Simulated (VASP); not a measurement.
# MgO (P2) in VASP: single point with PBE

Aim: the single point of MgO with PBE.

All numbers are computed with VASP 6.6.1; they aren't measurements. Logs are shortened: lines on timing, memory, paths and dates and some standing lists are left out, and cuts for length are marked.

### 1 The cell of the first run

Symmetry: P2, No. 3, monoclinic system. The conventional cell has a = 3.300 Å, b = 5.281 Å, c = 3.300 Å, α = 90.00°, β = 90.00°, γ = 90.00°. Mg (site symmetry 2) has 2 O at 1.91 Å and 2 Mg at 1.91 Å within 2.5 Å. Mg (site symmetry 1) has 3 Mg at 1.87 to 2.02 Å and 1 O at 1.91 Å within 2.5 Å. O (site symmetry 2) has 2 Mg at 1.91 Å and 2 O at 1.91 Å within 2.5 Å. O (site symmetry 1) has 3 O at 1.87 to 2.02 Å and 1 Mg at 1.91 Å within 2.5 Å.

### 2 Single point, PBE

The input, INCAR:

```
SYSTEM = MgO
PREC = Accurate ; ENCUT = 520
EDIFF = 1E-6 ; ISMEAR = 0
SIGMA = 0.1 ; LREAL = .False.
LASPH = .True. ; NELM = 80
ALGO = Normal ; ISIF = 2
LWAVE = .False. ; LCHARG = .False.
GGA = PE ; NBANDS = 21
```

The input, KPOINTS:

```
regular mesh
0
Gamma
  6 4 6
  0 0 0
```

The input, POSCAR:

```
MgO
1.0
    3.3003736000      0.0000000000      0.0000000000
    0.0000000000      5.2811675100      0.0000000000
    0.0000000000      0.0000000000      3.3003736000
Mg O
3 3
Direct
    0.0000000000      0.7500000000      0.0000000000
    0.6566823100      0.5000000000      0.2368163300
    0.3433176900      0.5000000000      0.7631836700
    0.0000000000      0.2500000000      0.0000000000
    0.7631836700      0.0000000000      0.6566823100
    0.2368163300      0.0000000000      0.3433176900
```

Potentials or basis: VASP PAW PBE potentials, release 64 (Mg, O).

Command:

```console
$ cat potpaw_PBE.64/Mg/POTCAR potpaw_PBE.64/O/POTCAR > POTCAR
$ mpirun -np 1 vasp_std > vasp.out
```

OUTCAR:

```text
SYSTEM = MgO
   PREC = Accurate
   ENCUT = 520
   EDIFF = 1E-6
   ISMEAR = 0
   LREAL = .False.
   LASPH = .True.
   NELM = 80
   ISIF = 2
   GGA = PE

 ion  position               nearest neighbor table
   1  0.000  0.750  0.000-   2 1.91   3 1.91   5 1.91   6 1.91   4 2.64   4 2.64   2 2.66   6 2.66
                             5 2.66   3 2.66   2 3.06   3 3.06   3 3.58   2 3.58
   2  0.657  0.500  0.237-   3 1.87   1 1.91   4 1.91   3 2.02   1 2.66   4 2.66   3 2.75   3 2.86
                             1 3.06   1 3.58
   3  0.343  0.500  0.763-   2 1.87   1 1.91   4 1.91   2 2.02   1 2.66   4 2.66   2 2.75   2 2.86
                             1 3.06   1 3.58
   4  0.000  0.250  0.000-   2 1.91   3 1.91   5 1.91   6 1.91   1 2.64   1 2.64   2 2.66   3 2.66

   5  0.763  0.000  0.657-   6 1.87   4 1.91   1 1.91   1 2.66
   6  0.237  0.000  0.343-   5 1.87   4 1.91   1 1.91   1 2.66

  LATTYP: Found a simple tetragonal cell.
 ALAT       =     3.3003736000
 C/A-ratio  =     1.6001726320

  Lattice vectors:

 A1 = (  -3.3003736000,   0.0000000000,   0.0000000000)
 A2 = (   0.0000000000,   0.0000000000,   3.3003736000)
 A3 = (   0.0000000000,   5.2811675100,   0.0000000000)

Analysis of symmetry for initial positions (statically):
=====================================================================
 Subroutine PRICEL returns:
 Original cell was already a primitive cell.

 Routine SETGRP: Setting up the symmetry group for a
 simple tetragonal supercell.

 Subroutine GETGRP returns: Found  2 space group operations
 (whereof  2 operations were pure point group operations)
 out of a pool of 16 trial point group operations.

The static configuration has the point symmetry C_2 .

Analysis of symmetry for dynamics (positions and initial velocities):
=====================================================================
 Subroutine PRICEL returns:
 Original cell was already a primitive cell.

 Routine SETGRP: Setting up the symmetry group for a
 simple tetragonal supercell.

 Subroutine GETGRP returns: Found  2 space group operations
 (whereof  2 operations were pure point group operations)
 out of a pool of 16 trial point group operations.

The dynamic configuration has the point symmetry C_2 .

 Subroutine INISYM returns: Found  2 space group operations
 (whereof  2 operations are pure point group operations),
 and found     1 'primitive' translations

----------------------------------------------------------------------------------------

                                     Primitive cell

  volume of cell :      57.5249

  direct lattice vectors                    reciprocal lattice vectors
     3.300373600  0.000000000  0.000000000     0.302996000  0.000000000  0.000000000
     0.000000000  5.281167510  0.000000000     0.000000000  0.189352070  0.000000000
     0.000000000  0.000000000  3.300373600     0.000000000  0.000000000  0.302996000

  length of vectors
     3.300373600  5.281167510  3.300373600     0.302996000  0.189352070  0.302996000

  position of ions in fractional coordinates (direct lattice)
     0.000000000  0.750000000  0.000000000
     0.656682310  0.500000000  0.236816330
     0.343317690  0.500000000  0.763183670
     0.000000000  0.250000000  0.000000000
     0.763183670  0.000000000  0.656682310
     0.236816330  0.000000000  0.343317690

  ion indices of the primitive-cell ions
   primitive index   ion index
                 1           1
                 2           2
                 3           3
                 4           4
                 5           5
                 6           6

----------------------------------------------------------------------------------------

 KPOINTS: regular mesh

Automatic generation of k-mesh.
 Grid dimensions read from file:
 generate k-points for:    6    4    6

 Generating k-lattice:

  Cartesian coordinates                     Fractional coordinates (reciprocal lattice)
     0.050499333  0.000000000  0.000000000     0.166666667  0.000000000  0.000000000
     0.000000000  0.047338017  0.000000000     0.000000000  0.250000000  0.000000000
     0.000000000  0.000000000  0.050499333     0.000000000  0.000000000  0.166666667

  Length of vectors
     0.050499333  0.047338017  0.050499333

  Shift w.r.t. Gamma in fractional coordinates (k-lattice)
     0.000000000  0.000000000  0.000000000

 Subroutine IBZKPT returns following result:
 ===========================================

 Found     60 irreducible k-points:

 Following reciprocal coordinates:
            Coordinates               Weight
  0.000000  0.000000  0.000000      1.000000
  0.166667  0.000000  0.000000      2.000000
  0.000000  0.000000 -0.166667      2.000000
  0.333333  0.000000  0.000000      2.000000
  0.000000  0.000000 -0.333333      2.000000
  0.500000  0.000000  0.000000      1.000000
[... 16 lines left out ...]
  0.166667  0.000000 -0.166667      2.000000
  0.333333  0.000000  0.166667      2.000000
 [... further k-points ...]
   k-points           NKPTS =     60   k-points in BZ     NKDIM =     60   number of bands    NBANDS=     21
   number of dos      NEDOS =    301   number of ions     NIONS =      6
   total plane-waves  NPLWV =  31360
   dimension x,y,z NGX =    28 NGY =   40 NGZ =   28
   dimension x,y,z NGXF=    56 NGYF=   80 NGZF=   56
   ions per type =               3   3
   NGX,Y,Z   is equivalent  to a cutoff of  14.10, 12.59, 14.10 a.u.
   NGXF,Y,Z  is equivalent  to a cutoff of  28.21, 25.18, 28.21 a.u.
 SYSTEM =  MgO
   PREC   = accura    normal or accurate (medium, high low for compatibility)
   ISTART =      0    job   : 0-new  1-cont  2-samecut
   ICHARG =      2    charge: 1-file 2-atom 10-const
   ISPIN  =      1    spin polarized calculation?
   LNONCOLLINEAR =      F non collinear calculations
   LSORBIT =      F    spin-orbit coupling
   LASPH  =      T    aspherical Exc in radial PAW
   ENCUT  =  520.0 eV  38.22 Ry    6.18 a.u.   6.14  9.82  6.14*2*pi/ulx,y,z
   NELM   =     80;   NELMIN=  2; NELMDL= -5     # of ELM steps
   EDIFF  = 0.1E-05   stopping-criterion for ELM
   LREAL  =      F    real-space projection
   EDIFFG = 0.1E-04   stopping-criterion for IOM
   NSW    =      0    number of steps for IOM
   IBRION =     -1    ionic relax: 0-MD 1-quasi-New 2-CG
   NFREE  =      0    steps in history (QN), initial steepest desc. (CG)
   ISIF   =      2    stress and relaxation
   ISYM   =      2    0-nonsym 1-usesym 2-fastsym
   POTIM  = 0.5000    time-step for ionic-motion
   TEBEG  =    0.0;   TEEND  =   0.0 temperature during run
   PSTRESS=    0.0 pullay stress
   NELECT =      24.0000    total number of electrons
   NUPDOWN=      -1.0000    fix difference up-down
   EMIN   =  10.00;   EMAX   =-10.00  energy-range for DOS
   EFERMI =   0.00;   METHOD = LEGACY
   ISMEAR =     0;   SIGMA  =   0.10  broadening in eV -4-tet -1-fermi 0-gaus
   EFERMI_NEDOS =   21; number of points for ismear=-14 and -15
   IALGO  =     38    algorithm
   IMIX   =      4    mixing-type and parameters
     AMIX     =   0.40;   BMIX     =  1.00
     AMIX_MAG =   1.60;   BMIX_MAG =  1.00
  volume/ion in A,a.u.               =       9.59        64.70
  Fermi-wavevector in a.u.,A,eV,Ry     =   1.223282  2.311667 20.360009  1.496418
  Thomas-Fermi vector in A             =   2.358398
   LORBIT       =      0    0 simple, 1 ext, 2 COOP (PROOUT), +10 PAW based schemes
   GGA     = PE    functional components
   LHFCALC =     F    Hartree Fock is set to
   AEXX    =    0.0000 exact exchange contribution
   IVDW    =     0    specifies the selected vdW correction
   LEPSILON=     F    determine dielectric tensor
   LRPA    =     F    only Hartree local field effects (RPA)
 non-spin polarized calculation
 Gauss-broadening in eV      SIGMA  =   0.10
  energy-cutoff  :      520.00
  volume of cell :       57.52
 maximum number of plane-waves:      1576
 NGX is ok and might be reduce to    28
   NGX = 13   NGY = 19   NGZ = 13

 number of electron      24.0000002 magnetization

 Free energy of the ion-electron system (eV)
  ---------------------------------------------------
  ext. energy  EPLUGINS =         0.00000000
  ---------------------------------------------------
  free energy    TOTEN  =        -7.57045815 eV

  energy without entropy =       -7.55560200  energy(sigma->0) =       -7.56303007

 E-fermi :   5.8761     XC(G=0): -11.1226

 val. band max:        5.8654644858   @ k =  -0.3333   0.5000   0.1667
 cond. band min:       5.8780924365   @ k =   0.1667   0.2500   0.1667
 fundamental gap:      0.0126279507
 Fermi energy:         5.8761050372

 k-point     1 :       0.0000    0.0000    0.0000
  band No.  band energies     occupation
      1     -15.1173      2.00000
      2     -12.1374      2.00000
      3     -10.2222      2.00000
      4      -2.5688      2.00000
      5       0.1799      2.00000
      6       0.8329      2.00000
[... 13 lines left out ...]
     20      14.5330      0.00000
     21      18.2732      0.00000

 k-point     2 :       0.1667    0.0000    0.0000
  band No.  band energies     occupation
      1     -14.9490      2.00000
      2     -12.0893      2.00000
      3     -10.5184      2.00000
      4      -2.2652      2.00000
      5       0.1553      2.00000
      6       0.6879      2.00000
[... 13 lines left out ...]
     20      15.0613      0.00000
     21      16.6786      0.00000

 k-point     3 :       0.0000    0.0000   -0.1667
  band No.  band energies     occupation
      1     -14.9349      2.00000
      2     -12.3325      2.00000
      3     -10.1977      2.00000
      4      -2.2483      2.00000
      5       0.1970      2.00000
      6       0.3755      2.00000
[... 13 lines left out ...]
     20      14.7849      0.00000
     21      17.1008      0.00000
[... 457 lines left out ...]
 k-point    23 :       0.1667    0.0000   -0.1667
  band No.  band energies     occupation
      1     -14.7997      2.00000
      2     -12.1440      2.00000
      3     -10.6002      2.00000
      4      -2.0560      2.00000
      5      -0.1795      2.00000
      6       0.9787      2.00000
[... 13 lines left out ...]
     20      14.6179      0.00000
     21      16.4125      0.00000

 k-point    24 :       0.3333    0.0000    0.1667
  band No.  band energies     occupation
      1     -14.3265      2.00000
      2     -12.4032      2.00000
      3     -10.8685      2.00000
      4      -1.0433      2.00000
      5      -0.6000      2.00000
      6      -0.3130      2.00000
[... 13 lines left out ...]
     20      15.5630      0.00000
     21      17.0795      0.00000

 [... further k-points ...]
[... 5 lines left out ...]
  --------------------------------------------------------------------------------------
  -------------------------------------------------------------------------------------
  Total       27.8713838     19.9915353     32.9954575      0.0000000      0.0000000     -2.3774196
  in kB      776.2702843    556.8017328    918.9853421      0.0000000      0.0000000    -66.2155931
  external PRESSURE =     750.6857864 kB  Pullay stress =       0.0000000 kB

 VOLUME and BASIS-vectors are now :
 -----------------------------------------------------------------------------
  energy-cutoff  :      520.00
  volume of cell :       57.52
      direct lattice vectors                 reciprocal lattice vectors
     3.300373600  0.000000000  0.000000000     0.302996000  0.000000000  0.000000000
     0.000000000  5.281167510  0.000000000     0.000000000  0.189352070  0.000000000
     0.000000000  0.000000000  3.300373600     0.000000000  0.000000000  0.302996000

 POSITION                                       TOTAL-FORCE (eV/Angst)
 -----------------------------------------------------------------------------------
      0.00000      3.96088      0.00000         0.000000     11.575652      0.000000
      2.16730      2.64058      0.78158         2.982670     -6.607531      5.844487
      1.13308      2.64058      2.51879        -2.982670     -6.607531     -5.844487
      0.00000      1.32029      0.00000         0.000000      3.362391      0.000000
      2.51879      0.00000      2.16730        -1.360257     -0.861490     -2.118965
      0.78158      0.00000      1.13308         1.360257     -0.861490      2.118965
 -----------------------------------------------------------------------------------
    total drift:                                0.000000      0.000209      0.000000

  FREE ENERGIE OF THE ION-ELECTRON SYSTEM (eV)
  ---------------------------------------------------
  free  energy   TOTEN  =        -7.5704581499 eV

  energy  without entropy=       -7.5556019969  energy(sigma->0) =       -7.56303007
```

Wall time 62 s (1 thread of Intel Xeon Platinum 8259CL at 2.50GHz (Skylake/Cascade Lake), shared host); peak memory 0.21 GiB.

What came out:

| Item | Value |
| --- | --- |
| Free energy | -7.5705 eV |
| Pressure | 75.1 GPa |
| Largest force | 11.576 eV/Å |
| Band gap on the k mesh | zero (band 12 reaches 6.18 eV, above the bottom of band 13 at 5.06 eV) |

Forces in eV/Å, atoms in the order of the input:
```
Mg   0.000 11.576  0.000
Mg   2.983 -6.608  5.844
Mg  -2.983 -6.608 -5.844
O    0.000  3.362  0.000
O   -1.360 -0.861 -2.119
O    1.360 -0.861  2.119
```

Stress tensor (GPa, compression positive):
```
77.63  0.00 -6.62
 0.00 55.68  0.00
-6.62  0.00 91.90
```

Levels at points of the mesh, in eV from the Fermi level:
```
           k point  band 8  band 9  band 10  band 11  band 12  band 13  band 14  band 15  band 16  band 17
(0.00, 0.00, 0.00)   -3.89   -3.76    -1.79    -1.46    -0.45     0.73     2.61     3.66     3.92     5.90
(0.50, 0.00, 0.00)   -4.51   -3.23    -2.94    -1.78    -0.22     0.22     0.80     3.76     6.18     6.79
(0.00, 0.00, 0.50)   -4.60   -4.24    -2.39    -1.48    -0.32     0.36     0.46     4.63     4.83     6.60
(0.00, 0.50, 0.00)   -3.75   -3.71    -1.80    -0.17    -0.02     0.82     1.27     3.23     3.50     5.70
(0.50, 0.50, 0.00)   -4.45   -3.55    -2.64    -1.13    -1.11     0.18     1.29     3.67     5.65     6.66
(0.00, 0.50, 0.50)   -3.75   -2.65    -2.40    -2.21    -1.65    -0.81     0.94     4.34     5.18     6.31
(0.50, 0.00, 0.50)   -3.94   -3.40    -2.15    -0.79    -0.45    -0.06     0.91     1.58     2.32     5.66
(0.50, 0.50, 0.50)   -4.14   -2.80    -1.58    -1.02     0.30     0.55     0.84     1.03     1.50     4.80
```

Caveat: forces of over 1 eV/Å act on the atoms, so gaps and moduli don't describe the material at rest.
